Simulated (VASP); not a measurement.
# Bi2TeSe2 (R-3m) in VASP: single point with r2SCAN

Aim: the single point of Bi2TeSe2 with r2SCAN.

All numbers are computed with VASP 6.6.1; they aren't measurements. Logs are shortened: lines on timing, memory, paths and dates and some standing lists are left out, and cuts for length are marked.

### Step 1. The cell of the first run

The structure is trigonal, space group R-3m (No. 166). Conventional cell: a = 4.183 Å, b = 4.183 Å, c = 29.137 Å, α = 90.00°, β = 90.00°, γ = 120.00°. Within 3.9 Å of Bi (site symmetry 3m) lie 3 Se at 2.93 Å and 3 Te at 3.06 Å. Te (site symmetry -3m) has 6 Bi at 3.06 Å within 4.0 Å. Within 3.9 Å of Se (site symmetry 3m) lie 3 Bi at 2.93 Å and 3 Se at 3.56 Å.

### Step 2. Single point, r2SCAN

Contents of POSCAR:

```
Bi2TeSe2
1.0
    2.0915012419      1.2075288050      9.7123300000
   -2.0915012419      1.2075288050      9.7123300000
    0.0000000000     -2.4150576100      9.7123300000
Bi Te Se
2 1 2
Direct
    0.3980600000      0.3980600000      0.3980600000
    0.6019400000      0.6019400000      0.6019400000
    0.0000000000      0.0000000000      0.0000000000
    0.2116000000      0.2116000000      0.2116000000
    0.7884000000      0.7884000000      0.7884000000
```

Contents of INCAR.step1:

```
SYSTEM = Bi2TeSe2
  PREC = Accurate
  ENCUT = 520
  ISMEAR = 0
  SIGMA = 0.05
  LREAL = .FALSE.
  LASPH = .TRUE.
  NELM = 80
  NBANDS = 32
  GGA = PE
  ALGO = Normal
  EDIFF = 1E-4
  LWAVE = .TRUE.
  LCHARG = .FALSE.
```

Contents of INCAR.step2:

```
SYSTEM = Bi2TeSe2
  PREC = Accurate
  ENCUT = 520
  EDIFF = 1E-6
  ISMEAR = 0
  SIGMA = 0.05
  LREAL = .FALSE.
  LASPH = .TRUE.
  NELM = 80
  ALGO = Normal
  ISIF = 2
  LWAVE = .FALSE.
  LCHARG = .FALSE.
  METAGGA = R2SCAN
  LMIXTAU = .TRUE.
  NBANDS = 32
  ISTART = 1
```

Contents of KPOINTS:

```
Automatic mesh
0
G
  6 6 6
  0 0 0
```

Potentials or basis: VASP PAW PBE potentials, release 64 (Bi_d, Te, Se).

The run is started by

```
cat potpaw_PBE.64/Bi_d/POTCAR potpaw_PBE.64/Te/POTCAR potpaw_PBE.64/Se/POTCAR > POTCAR
cp INCAR.step1 INCAR
mpirun -np 1 vasp_std > vasp.out
cp INCAR.step2 INCAR
mpirun -np 1 vasp_std > vasp.out
```

OUTCAR:

```text
SYSTEM = Bi2TeSe2
   PREC = Accurate
   ENCUT = 520
   EDIFF = 1E-6
   ISMEAR = 0
   LREAL = .FALSE.
   LASPH = .TRUE.
   NELM = 80
   ISIF = 2
   METAGGA = R2SCAN
   ISTART = 1

 ion  position               nearest neighbor table
   1  0.398  0.398  0.398-   5 2.93   5 2.93   5 2.93   3 3.06   3 3.06   3 3.06
   2  0.602  0.602  0.602-   4 2.93   4 2.93   4 2.93   3 3.06   3 3.06   3 3.06
   3  0.000  0.000  0.000-   2 3.06   1 3.06   2 3.06   2 3.06   1 3.06   1 3.06
   4  0.212  0.212  0.212-   2 2.93   2 2.93   2 2.93
   5  0.788  0.788  0.788-   1 2.93   1 2.93   1 2.93

  LATTYP: Found a trigonal (rhomboedric) cell.
 ALAT       =    10.0080895924
 COS(alpha) =     0.9126538273

  Lattice vectors:

 A1 = (   2.0915012419,   1.2075288050,   9.7123300000)
 A2 = (  -2.0915012419,   1.2075288050,   9.7123300000)
 A3 = (   0.0000000000,  -2.4150576100,   9.7123300000)

Analysis of symmetry for initial positions (statically):
=====================================================================
 Subroutine PRICEL returns:
 Original cell was already a primitive cell.

 Routine SETGRP: Setting up the symmetry group for a
 trigonal (rhombohedral) supercell.

 Subroutine GETGRP returns: Found 12 space group operations
 (whereof 12 operations were pure point group operations)
 out of a pool of 12 trial point group operations.

The static configuration has the point symmetry D_3d.

Analysis of symmetry for dynamics (positions and initial velocities):
=====================================================================
 Subroutine PRICEL returns:
 Original cell was already a primitive cell.

 Routine SETGRP: Setting up the symmetry group for a
 trigonal (rhombohedral) supercell.

 Subroutine GETGRP returns: Found 12 space group operations
 (whereof 12 operations were pure point group operations)
 out of a pool of 12 trial point group operations.

The dynamic configuration has the point symmetry D_3d.

 Subroutine INISYM returns: Found 12 space group operations
 (whereof 12 operations are pure point group operations),
 and found     1 'primitive' translations

----------------------------------------------------------------------------------------

                                     Primitive cell

  volume of cell :     147.1737

  direct lattice vectors                    reciprocal lattice vectors
     2.091501242  1.207528805  9.712330000     0.239062732  0.138022932  0.034320635
    -2.091501242  1.207528805  9.712330000    -0.239062732  0.138022932  0.034320635
     0.000000000 -2.415057610  9.712330000     0.000000000 -0.276045865  0.034320635

  length of vectors
    10.008089592 10.008089592 10.008089592     0.278171216  0.278171216  0.278171216

  position of ions in fractional coordinates (direct lattice)
     0.398060000  0.398060000  0.398060000
     0.601940000  0.601940000  0.601940000
     0.000000000  0.000000000  0.000000000
     0.211600000  0.211600000  0.211600000
     0.788400000  0.788400000  0.788400000

  ion indices of the primitive-cell ions
   primitive index   ion index
                 1           1
                 2           2
                 3           3
                 4           4
                 5           5

----------------------------------------------------------------------------------------

 KPOINTS: Automatic mesh

Automatic generation of k-mesh.
 Grid dimensions read from file:
 generate k-points for:    6    6    6

 Generating k-lattice:

  Cartesian coordinates                     Fractional coordinates (reciprocal lattice)
     0.039843789  0.023003822  0.005720106     0.166666667  0.000000000  0.000000000
    -0.039843789  0.023003822  0.005720106     0.000000000  0.166666667  0.000000000
     0.000000000 -0.046007644  0.005720106     0.000000000  0.000000000  0.166666667

  Length of vectors
     0.046361869  0.046361869  0.046361869

  Shift w.r.t. Gamma in fractional coordinates (k-lattice)
     0.000000000  0.000000000  0.000000000

 Subroutine IBZKPT returns following result:
 ===========================================

 Found     32 irreducible k-points:

 Following reciprocal coordinates:
            Coordinates               Weight
  0.000000  0.000000  0.000000      1.000000
  0.166667  0.000000 -0.000000      6.000000
  0.333333  0.000000  0.000000      6.000000
  0.500000  0.000000 -0.000000      3.000000
  0.166667  0.166667  0.000000      6.000000
  0.333333  0.166667  0.000000     12.000000
[... 16 lines left out ...]
  0.500000  0.500000  0.166667      6.000000
 -0.333333  0.500000  0.166667     12.000000
 [... further k-points ...]
   k-points           NKPTS =     32   k-points in BZ     NKDIM =     32   number of bands    NBANDS=     32
   number of dos      NEDOS =    301   number of ions     NIONS =      5
   total plane-waves  NPLWV = 512000
   dimension x,y,z NGX =    80 NGY =   80 NGZ =   80
   dimension x,y,z NGXF=   160 NGYF=  160 NGZF=  160
   ions per type =               2   1   2
   NGX,Y,Z   is equivalent  to a cutoff of  13.29, 13.29, 13.29 a.u.
   NGXF,Y,Z  is equivalent  to a cutoff of  26.58, 26.58, 26.58 a.u.
 SYSTEM =  Bi2TeSe2
   PREC   = accura    normal or accurate (medium, high low for compatibility)
   ISTART =      1    job   : 0-new  1-cont  2-samecut
   ICHARG =      0    charge: 1-file 2-atom 10-const
   ISPIN  =      1    spin polarized calculation?
   LNONCOLLINEAR =      F non collinear calculations
   LSORBIT =      F    spin-orbit coupling
   LASPH  =      T    aspherical Exc in radial PAW
   ENCUT  =  520.0 eV  38.22 Ry    6.18 a.u.  18.61 18.61 18.61*2*pi/ulx,y,z
   NELM   =     80;   NELMIN=  2; NELMDL=  0     # of ELM steps
   EDIFF  = 0.1E-05   stopping-criterion for ELM
   LREAL  =      F    real-space projection
   EDIFFG = 0.1E-04   stopping-criterion for IOM
   NSW    =      0    number of steps for IOM
   IBRION =     -1    ionic relax: 0-MD 1-quasi-New 2-CG
   NFREE  =      0    steps in history (QN), initial steepest desc. (CG)
   ISIF   =      2    stress and relaxation
   ISYM   =      2    0-nonsym 1-usesym 2-fastsym
   POTIM  = 0.5000    time-step for ionic-motion
   TEBEG  =    0.0;   TEEND  =   0.0 temperature during run
   PSTRESS=    0.0 pullay stress
   NELECT =      48.0000    total number of electrons
   NUPDOWN=      -1.0000    fix difference up-down
   EMIN   =  10.00;   EMAX   =-10.00  energy-range for DOS
   EFERMI =   0.00;   METHOD = LEGACY
   ISMEAR =     0;   SIGMA  =   0.05  broadening in eV -4-tet -1-fermi 0-gaus
   EFERMI_NEDOS =   21; number of points for ismear=-14 and -15
   IALGO  =     38    algorithm
   IMIX   =      4    mixing-type and parameters
     AMIX     =   0.40;   BMIX     =  1.00
     AMIX_MAG =   1.60;   BMIX_MAG =  1.00
  volume/ion in A,a.u.               =      29.43       198.64
  Fermi-wavevector in a.u.,A,eV,Ry     =   1.126882  2.129498 17.277538  1.269863
  Thomas-Fermi vector in A             =   2.263566
   LORBIT       =      0    0 simple, 1 ext, 2 COOP (PROOUT), +10 PAW based schemes
   METAGGA = R2SCAN    functional components
   LHFCALC =     F    Hartree Fock is set to
   AEXX    =    0.0000 exact exchange contribution
   IVDW    =     0    specifies the selected vdW correction
   LEPSILON=     F    determine dielectric tensor
   LRPA    =     F    only Hartree local field effects (RPA)
 non-spin polarized calculation
 Gauss-broadening in eV      SIGMA  =   0.05
  energy-cutoff  :      520.00
  volume of cell :      147.17
 maximum number of plane-waves:      3986
 NGX is ok and might be reduce to    80
   NGX = 37   NGY = 37   NGZ = 37

 number of electron      47.9999997 magnetization

 Free energy of the ion-electron system (eV)
  ---------------------------------------------------
  ext. energy  EPLUGINS =         0.00000000
  ---------------------------------------------------
  free energy    TOTEN  =      -172.25397577 eV

  energy without entropy =     -172.25397577  energy(sigma->0) =     -172.25397577

 E-fermi :   5.7203     XC(G=0): -10.0795

 val. band max:        5.4435354605   @ k =   0.0000   0.0000   0.0000
 cond. band min:       6.2000838445   @ k =   0.0000   0.0000   0.0000
 fundamental gap:      0.7565483840
 Fermi energy:         5.7203331957

 k-point     1 :       0.0000    0.0000    0.0000
  band No.  band energies     occupation
      1     -18.4379      2.00000
      2     -18.4379      2.00000
      3     -18.4329      2.00000
      4     -18.4329      2.00000
      5     -18.4212      2.00000
      6     -18.4182      2.00000
[... 24 lines left out ...]
     31      11.2296      0.00000
     32      12.0158      0.00000

 k-point     2 :       0.1667    0.0000   -0.0000
  band No.  band energies     occupation
      1     -18.4434      2.00000
      2     -18.4371      2.00000
      3     -18.4337      2.00000
      4     -18.4287      2.00000
      5     -18.4194      2.00000
      6     -18.4166      2.00000
[... 24 lines left out ...]
     31      10.3288      0.00000
     32      11.4984      0.00000

 k-point     3 :       0.3333    0.0000    0.0000
  band No.  band energies     occupation
      1     -18.4560      2.00000
      2     -18.4471      2.00000
      3     -18.4303      2.00000
      4     -18.4235      2.00000
      5     -18.4232      2.00000
      6     -18.4177      2.00000
[... 24 lines left out ...]
     31      10.6094      0.00000
     32      12.0314      0.00000

 k-point     4 :       0.5000    0.0000   -0.0000
  band No.  band energies     occupation
      1     -18.4626      2.00000
      2     -18.4523      2.00000
      3     -18.4305      2.00000
      4     -18.4256      2.00000
      5     -18.4217      2.00000
      6     -18.4197      2.00000
[... 654 lines left out ...]
     31      10.4931      0.00000
     32      12.4325      0.00000

 k-point    23 :       0.5000    0.5000    0.1667
  band No.  band energies     occupation
      1     -18.4559      2.00000
      2     -18.4471      2.00000
      3     -18.4303      2.00000
      4     -18.4235      2.00000
      5     -18.4232      2.00000
      6     -18.4177      2.00000
[... 24 lines left out ...]
     31      10.5528      0.00000
     32      11.8818      0.00000

 k-point    24 :      -0.3333    0.5000    0.1667
  band No.  band energies     occupation
      1     -18.4560      2.00000
      2     -18.4472      2.00000
      3     -18.4343      2.00000
      4     -18.4267      2.00000
      5     -18.4208      2.00000
      6     -18.4161      2.00000
[... 24 lines left out ...]
     31      11.0884      0.00000
     32      12.1596      0.00000

 [... further k-points ...]

------------------------ aborting loop because EDIFF is reached ----------------------------------------

  FORCE on cell =-STRESS in cart. coord.  units (eV):
  Direction    XX          YY          ZZ          XY          YZ          ZX
  --------------------------------------------------------------------------------------
  -------------------------------------------------------------------------------------
  Total        3.3713364      3.3713364      3.7314902      0.0000000     -0.0000000      0.0000000
  in kB       36.7013778     36.7013778     40.6221192      0.0000000     -0.0000000      0.0000000
  external PRESSURE =      38.0082916 kB  Pullay stress =       0.0000000 kB

 VOLUME and BASIS-vectors are now :
 -----------------------------------------------------------------------------
  energy-cutoff  :      520.00
  volume of cell :      147.17
      direct lattice vectors                 reciprocal lattice vectors
     2.091501242  1.207528805  9.712330000     0.239062732  0.138022932  0.034320635
    -2.091501242  1.207528805  9.712330000    -0.239062732  0.138022932  0.034320635
     0.000000000 -2.415057610  9.712330000     0.000000000 -0.276045865  0.034320635

 POSITION                                       TOTAL-FORCE (eV/Angst)
 -----------------------------------------------------------------------------------
      0.00000      0.00000     11.59827         0.000000     -0.000000      2.027943
      0.00000      0.00000     17.53872         0.000000      0.000000     -2.027943
      0.00000      0.00000      0.00000         0.000000     -0.000000     -0.000000
      0.00000      0.00000      6.16539         0.000000     -0.000000      0.699562
      0.00000      0.00000     22.97160         0.000000      0.000000     -0.699562
 -----------------------------------------------------------------------------------
    total drift:                               -0.000000     -0.000000     -0.000000

  FREE ENERGIE OF THE ION-ELECTRON SYSTEM (eV)
  ---------------------------------------------------
  free  energy   TOTEN  =      -172.2539757670 eV

  energy  without entropy=     -172.2539757670  energy(sigma->0) =     -172.25397577
```

Wall time 30 min (1 thread of Intel Xeon 6975P-C (Granite Rapids), shared host); peak memory 1.2 GiB.

What came out:

| Item | Value |
| --- | --- |
| Free energy | -172.2540 eV |
| Pressure | 3.8 GPa |
| Largest force | 2.028 eV/Å |
| Band gap on the k mesh | 0.76 eV |

Forces in eV/Å, atoms in the order of the input:
```
Bi   0.000  0.000  2.028
Bi   0.000  0.000 -2.028
Te   0.000  0.000  0.000
Se   0.000  0.000  0.700
Se   0.000  0.000 -0.700
```

Stress tensor (GPa, compression positive):
```
3.67 0.00 0.00
0.00 3.67 0.00
0.00 0.00 4.06
```

Caveat: the cell stands under pressure; the PAW data sets were made with another functional, which shifts forces and pressure a little; spin-orbit coupling is left out, which moves the levels of the heavy elements. r2SCAN opens gaps a little over a GGA but as a rule still falls short of measured ones.
